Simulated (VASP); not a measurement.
# H2Os (P4/mmm) in VASP: further runs

Runs on H2Os. Level: PBE. Tasks: relaxation of cell and atoms, single point.

Program: VASP 6.6.1. These are calculated values, not measurements. Logs are shortened: lines on timing, memory, paths and dates and some standing lists are left out, and cuts for length are marked.

## Step 1: The cell of the first run

It takes space group P4/mmm (No. 123, tetragonal). Conventional cell: a = 2.399 Å, b = 2.399 Å, c = 4.950 Å, α = 90.00°, β = 90.00°, γ = 90.00°. H (site symmetry 4mm) has 5 H at 2.03 to 2.40 Å and 4 Os at 2.24 Å within 2.7 Å. Within 3.0 Å of Os (site symmetry 4/mmm) lie 8 H at 2.24 Å and 4 Os at 2.40 Å.

The cell was generated, and may not be a known phase.

## Step 2: Relaxation of cell and atoms, PBE

Input file INCAR:

```
SYSTEM = H2Os
ALGO = Normal
EDIFF = 1E-7
EDIFFG = -0.04
ENCUT = 560
GGA = PE
GGA_COMPAT = .False.
IBRION = 2
ISIF = 3
ISMEAR = 0
LASPH = .True.
LCHARG = .False.
LREAL = .False.
LWAVE = .False.
NELM = 120
NELMIN = 4
NSW = 90
PREC = Accurate
SIGMA = 0.1
```

Input file KPOINTS:

```
k-points
0
Gamma
  8 8 4
  0 0 0
```

Input file POSCAR:

```
H2Os
1.0
    2.3993187800      0.0000000000      0.0000000000
    0.0000000000      2.3993187800      0.0000000000
    0.0000000000      0.0000000000      4.9503969100
H Os
2 1
Direct
    0.5000000000      0.5000000000      0.2949999900
    0.5000000000      0.5000000000      0.7050000100
    0.0000000000      0.0000000000      0.0000000000
```

Potentials or basis: VASP PAW PBE potentials, release 64 (H, Os_sv_GW).

Command:

```sh
cat potpaw_PBE.64/H/POTCAR potpaw_PBE.64/Os_sv_GW/POTCAR > POTCAR
mpirun -np 1 vasp_std > vasp.out
```

OUTCAR:

```text
SYSTEM = H2Os
   EDIFF = 1E-7
   EDIFFG = -0.04
   ENCUT = 560
   GGA = PE
   IBRION = 2
   ISIF = 3
   ISMEAR = 0
   LASPH = .True.
   LREAL = .False.
   NELM = 120
   NELMIN = 4
   NSW = 90
   PREC = Accurate

 ion  position               nearest neighbor table
   1  0.500  0.500  0.295-
   2  0.500  0.500  0.705-
   3  0.000  0.000  0.000-

  LATTYP: Found a simple tetragonal cell.
 ALAT       =     2.3993187800
 C/A-ratio  =     2.0632510158

  Lattice vectors:

 A1 = (   2.3993187800,   0.0000000000,   0.0000000000)
 A2 = (   0.0000000000,   2.3993187800,   0.0000000000)
 A3 = (   0.0000000000,   0.0000000000,   4.9503969100)

Analysis of symmetry for initial positions (statically):
=====================================================================
 Subroutine PRICEL returns:
 Original cell was already a primitive cell.

 Routine SETGRP: Setting up the symmetry group for a
 simple tetragonal supercell.

 Subroutine GETGRP returns: Found 16 space group operations
 (whereof 16 operations were pure point group operations)
 out of a pool of 16 trial point group operations.

The static configuration has the point symmetry D_4h.

Analysis of symmetry for dynamics (positions and initial velocities):
=====================================================================
 Subroutine PRICEL returns:
 Original cell was already a primitive cell.

 Routine SETGRP: Setting up the symmetry group for a
 simple tetragonal supercell.

 Subroutine GETGRP returns: Found 16 space group operations
 (whereof 16 operations were pure point group operations)
 out of a pool of 16 trial point group operations.

The dynamic configuration has the point symmetry D_4h.

 Subroutine INISYM returns: Found 16 space group operations
 (whereof 16 operations are pure point group operations),
 and found     1 'primitive' translations

----------------------------------------------------------------------------------------

                                     Primitive cell

  volume of cell :      28.4981

  direct lattice vectors                    reciprocal lattice vectors
     2.399318780  0.000000000  0.000000000     0.416784968  0.000000000  0.000000000
     0.000000000  2.399318780  0.000000000     0.000000000  0.416784968  0.000000000
     0.000000000  0.000000000  4.950396910     0.000000000  0.000000000  0.202004005

  length of vectors
     2.399318780  2.399318780  4.950396910     0.416784968  0.416784968  0.202004005

  position of ions in fractional coordinates (direct lattice)
     0.500000000  0.500000000  0.294999990
     0.500000000  0.500000000  0.705000010
     0.000000000  0.000000000  0.000000000

  ion indices of the primitive-cell ions
   primitive index   ion index
                 1           1
                 2           2
                 3           3

----------------------------------------------------------------------------------------

 KPOINTS: k-points

Automatic generation of k-mesh.
 Grid dimensions read from file:
 generate k-points for:    8    8    4

 Generating k-lattice:

  Cartesian coordinates                     Fractional coordinates (reciprocal lattice)
     0.052098121  0.000000000  0.000000000     0.125000000  0.000000000  0.000000000
     0.000000000  0.052098121  0.000000000     0.000000000  0.125000000  0.000000000
     0.000000000  0.000000000  0.050501001     0.000000000  0.000000000  0.250000000

  Length of vectors
     0.052098121  0.052098121  0.050501001

  Shift w.r.t. Gamma in fractional coordinates (k-lattice)
     0.000000000  0.000000000  0.000000000

 Subroutine IBZKPT returns following result:
 ===========================================

 Found     45 irreducible k-points:

 Following reciprocal coordinates:
            Coordinates               Weight
  0.000000  0.000000  0.000000      1.000000
  0.125000  0.000000  0.000000      4.000000
  0.250000  0.000000  0.000000      4.000000
  0.375000  0.000000  0.000000      4.000000
  0.500000  0.000000  0.000000      2.000000
  0.125000  0.125000  0.000000      4.000000
[... 16 lines left out ...]
  0.375000  0.125000  0.250000     16.000000
  0.500000  0.125000  0.250000      8.000000
 [... further k-points ...]
   k-points           NKPTS =     45   k-points in BZ     NKDIM =     45   number of bands    NBANDS=     13
   number of dos      NEDOS =    301   number of ions     NIONS =      3
   total plane-waves  NPLWV =  16000
   dimension x,y,z NGX =    20 NGY =   20 NGZ =   40
   dimension x,y,z NGXF=    40 NGYF=   40 NGZF=   80
   ions per type =               2   1
   NGX,Y,Z   is equivalent  to a cutoff of  13.86, 13.86, 13.43 a.u.
   NGXF,Y,Z  is equivalent  to a cutoff of  27.72, 27.72, 26.87 a.u.
 SYSTEM =  H2Os
   PREC   = accura    normal or accurate (medium, high low for compatibility)
   ISTART =      0    job   : 0-new  1-cont  2-samecut
   ICHARG =      2    charge: 1-file 2-atom 10-const
   ISPIN  =      1    spin polarized calculation?
   LNONCOLLINEAR =      F non collinear calculations
   LSORBIT =      F    spin-orbit coupling
   LASPH  =      T    aspherical Exc in radial PAW
   ENCUT  =  560.0 eV  41.16 Ry    6.42 a.u.   4.63  4.63  9.55*2*pi/ulx,y,z
   NELM   =    120;   NELMIN=  4; NELMDL= -5     # of ELM steps
   EDIFF  = 0.1E-06   stopping-criterion for ELM
   LREAL  =      F    real-space projection
   EDIFFG = -.4E-01   stopping-criterion for IOM
   NSW    =     90    number of steps for IOM
   IBRION =      2    ionic relax: 0-MD 1-quasi-New 2-CG
   NFREE  =      1    steps in history (QN), initial steepest desc. (CG)
   ISIF   =      3    stress and relaxation
   ISYM   =      2    0-nonsym 1-usesym 2-fastsym
   POTIM  = 0.5000    time-step for ionic-motion
   TEBEG  =    0.0;   TEEND  =   0.0 temperature during run
   PSTRESS=    0.0 pullay stress
   NELECT =      18.0000    total number of electrons
   NUPDOWN=      -1.0000    fix difference up-down
   EMIN   =  10.00;   EMAX   =-10.00  energy-range for DOS
   EFERMI =   0.00;   METHOD = LEGACY
   ISMEAR =     0;   SIGMA  =   0.10  broadening in eV -4-tet -1-fermi 0-gaus
   EFERMI_NEDOS =   21; number of points for ismear=-14 and -15
   IALGO  =     38    algorithm
   IMIX   =      4    mixing-type and parameters
     AMIX     =   0.40;   BMIX     =  1.00
     AMIX_MAG =   1.60;   BMIX_MAG =  1.00
  volume/ion in A,a.u.               =       9.50        64.10
  Fermi-wavevector in a.u.,A,eV,Ry     =   1.404625  2.654356 26.843901  1.972971
  Thomas-Fermi vector in A             =   2.527168
   LORBIT       =      0    0 simple, 1 ext, 2 COOP (PROOUT), +10 PAW based schemes
   GGA     = PE    functional components
   LHFCALC =     F    Hartree Fock is set to
   AEXX    =    0.0000 exact exchange contribution
   IVDW    =     0    specifies the selected vdW correction
   LEPSILON=     F    determine dielectric tensor
   LRPA    =     F    only Hartree local field effects (RPA)
 conjugate gradient relaxation of ions
 non-spin polarized calculation
 Gauss-broadening in eV      SIGMA  =   0.10
  energy-cutoff  :      560.00
  volume of cell :       28.50
 maximum number of plane-waves:       883
 NGX is ok and might be reduce to    20
   NGX =  9   NGY =  9   NGZ = 19

--------------------------------------- Ionic step        1  -------------------------------------------

 number of electron      17.9999999 magnetization

 Free energy of the ion-electron system (eV)
  ---------------------------------------------------
  ext. energy  EPLUGINS =         0.00000000
  ---------------------------------------------------
  free energy    TOTEN  =       -14.91657428 eV

  energy without entropy =      -14.89835456  energy(sigma->0) =      -14.90746442

------------------------ aborting loop because EDIFF is reached ----------------------------------------

  FORCE on cell =-STRESS in cart. coord.  units (eV):
  Direction    XX          YY          ZZ          XY          YZ          ZX
  --------------------------------------------------------------------------------------
  -------------------------------------------------------------------------------------
  Total        5.4366338      5.4366338     -4.5185453      0.0000000      0.0000000      0.0000000
  in kB      305.6502372    305.6502372   -254.0348461      0.0000000      0.0000000      0.0000000
  external PRESSURE =     119.0885428 kB  Pullay stress =       0.0000000 kB
[... 92 lines left out ...]
  FREE ENERGIE OF THE ION-ELECTRON SYSTEM (eV)
  ---------------------------------------------------
  free  energy   TOTEN  =       -15.4755377797 eV

  energy  without entropy=      -15.4573614670  energy(sigma->0) =      -15.46644962

 E-fermi :  11.4651     XC(G=0): -13.7225

 val. band max:       11.4367834363   @ k =   0.1250   0.0000   0.2500
 cond. band min:      11.4798788268   @ k =   0.0000   0.0000   0.0000
 fundamental gap:      0.0430953905
 Fermi energy:        11.4651012573

 k-point     1 :       0.0000    0.0000    0.0000
  band No.  band energies     occupation
      1     -74.6613      2.00000
      2     -34.0370      2.00000
      3     -34.0370      2.00000
      4     -33.0821      2.00000
      5      -3.6580      2.00000
      6       4.8343      2.00000
      7       5.8457      2.00000
      8      11.4799      0.83446
      9      14.0005      0.00000
     10      14.0005      0.00000
     11      16.6190      0.00000
     12      21.3703      0.00000
     13      30.2484      0.00000
[... 353 lines left out ...]
 k-point    24 :       0.5000    0.1250    0.2500
  band No.  band energies     occupation
      1     -74.5500      2.00000
      2     -34.3238      2.00000
      3     -34.0613      2.00000
      4     -33.9512      2.00000
      5       0.4561      2.00000
      6       6.2915      2.00000
      7       7.2389      2.00000
      8       9.3643      2.00000
      9      10.2660      2.00000
     10      10.8184      2.00000
     11      15.0054      0.00000
     12      18.1458      0.00000
     13      22.0945      0.00000

 [... further k-points ...]

[... ionic steps 4 to 18 ...]

--------------------------------------- Ionic step       19  -------------------------------------------

 number of electron      18.0000000 magnetization

------------------------ aborting loop because EDIFF is reached ----------------------------------------

  FORCE on cell =-STRESS in cart. coord.  units (eV):
  Direction    XX          YY          ZZ          XY          YZ          ZX
  --------------------------------------------------------------------------------------
  -------------------------------------------------------------------------------------
  Total        0.0157517      0.0157517     -0.0167787      0.0000000     -0.0000000      0.0000000
  in kB        1.1758677      1.1758677     -1.2525339      0.0000000     -0.0000000      0.0000000
  external PRESSURE =       0.3664005 kB  Pullay stress =       0.0000000 kB
[... 59 lines left out ...]
  energy  without entropy=      -16.3450785209  energy(sigma->0) =      -16.35011080

--------------------------------------- Ionic step       21  -------------------------------------------

 number of electron      18.0000000 magnetization

 Free energy of the ion-electron system (eV)
  ---------------------------------------------------
  ext. energy  EPLUGINS =         0.00000000
  ---------------------------------------------------
  free energy    TOTEN  =       -16.35550301 eV

  energy without entropy =      -16.34543607  energy(sigma->0) =      -16.35046954

 E-fermi :   9.3629     XC(G=0): -13.0023

 val. band max:        9.3281285849   @ k =   0.3750   0.0000   0.5000
 cond. band min:       9.3633295376   @ k =   0.5000   0.3750   0.0000
 fundamental gap:      0.0352009528
 Fermi energy:         9.3629027652

 k-point     1 :       0.0000    0.0000    0.0000
  band No.  band energies     occupation
      1     -76.6822      2.00000
      2     -35.9375      2.00000
      3     -35.8588      2.00000
      4     -35.8588      2.00000
      5      -3.8719      2.00000
      6       4.1705      2.00000
      7       4.5495      2.00000
      8      10.2930      0.00000
      9      10.2930      0.00000
     10      10.6883      0.00000
     11      11.5824      0.00000
     12      18.3818      0.00000
     13      20.6581      0.00000
[... 398 lines left out ...]
  FREE ENERGIE OF THE ION-ELECTRON SYSTEM (eV)
  ---------------------------------------------------
  free  energy   TOTEN  =       -16.3555030127 eV

  energy  without entropy=      -16.3454360740  energy(sigma->0) =      -16.35046954

 reached required accuracy - stopping structural energy minimisation
```

Wall time 5.1 min (1 thread of AMD EPYC 7R43 (Zen 3), shared host); peak memory 0.14 GiB.

What came out:

- Free energy: -16.3555 eV
- Relaxed volume: 7.15 Å³/atom
- Relaxed cell: a = 2.693 Å, b = 2.693 Å, c = 2.959 Å, α = 90.00°, β = 90.00°, γ = 90.00°
- Space group after relaxing (to 0.1 Å): P4/mmm (No. 123)
- Energy gained by relaxing: 479.6 meV/atom
- Ionic steps: 21
- Pressure after relaxing: -0.1 GPa
- Largest force after relaxing: 0.013 eV/Å
- Band gap on the k mesh: zero (bands 9 and 10 overlap by 3.83 eV)

Forces on the atoms (eV/Å):
```
H    0.000  0.000  0.013
H    0.000  0.000 -0.013
Os   0.000  0.000  0.000
```

Step by step:
| step | energy change (eV) | largest force (eV/Å) | pressure (GPa) | volume (Å³) |
| --- | --- | --- | --- | --- |
| 1 | 0.0000 | 1.0661 | 11.91 | 28.50 |
| 2 | -0.5557 | 1.4149 | -18.58 | 31.25 |
| 3 | -0.5590 | 1.3976 | -15.87 | 30.91 |
| 4 | -1.0618 | 0.9535 | -9.96 | 27.94 |
| 5 | -1.2333 | 0.3272 | -2.49 | 25.47 |
| 6 | -1.2502 | 0.1222 | 0.72 | 24.63 |
| 7 | -1.2583 | 0.0567 | 3.92 | 23.87 |
| 8 | -1.2743 | 0.0190 | -4.41 | 24.23 |
| 9 | -1.2746 | 0.0213 | -3.38 | 24.18 |
| 10 | -1.2942 | 0.0709 | -4.81 | 23.75 |
| 11 | -1.4165 | 0.0831 | -6.64 | 22.35 |
| 12 | -0.7214 | 0.6348 | 41.07 | 18.95 |
| 13 | -1.4234 | 0.0321 | -6.93 | 22.17 |
| 14 | -1.4248 | 0.0286 | -6.62 | 22.05 |
| 15 | -1.4270 | 0.0588 | -0.07 | 21.27 |
| 16 | -1.4312 | 0.0202 | -3.16 | 21.61 |
| 17 | -1.4369 | 0.0458 | -1.45 | 21.53 |
| 18 | -1.4383 | 0.0648 | -0.10 | 21.47 |
| 19 | -1.4384 | 0.0667 | 0.04 | 21.46 |
| 20 | -1.4386 | 0.0533 | -0.03 | 21.46 |
| 21 | -1.4389 | 0.0131 | -0.10 | 21.46 |

Final structure:
```
CELL_PARAMETERS angstrom
2.69304 0.00000 0.00000
0.00000 2.69304 0.00000
0.00000 0.00000 2.95866
ATOMIC_POSITIONS crystal
H 0.50000 0.50000 0.22579
H 0.50000 0.50000 0.77421
Os 0.00000 0.00000 0.00000
```

Caveat: the volume moved by over 15 % at a fixed basis, so the end points are rough; spin-orbit coupling is left out, which moves the levels of the heavy elements.

[end of part 1 of 2]

The gap in the log of VASP goes by the Fermi energy; the results here count the filled bands.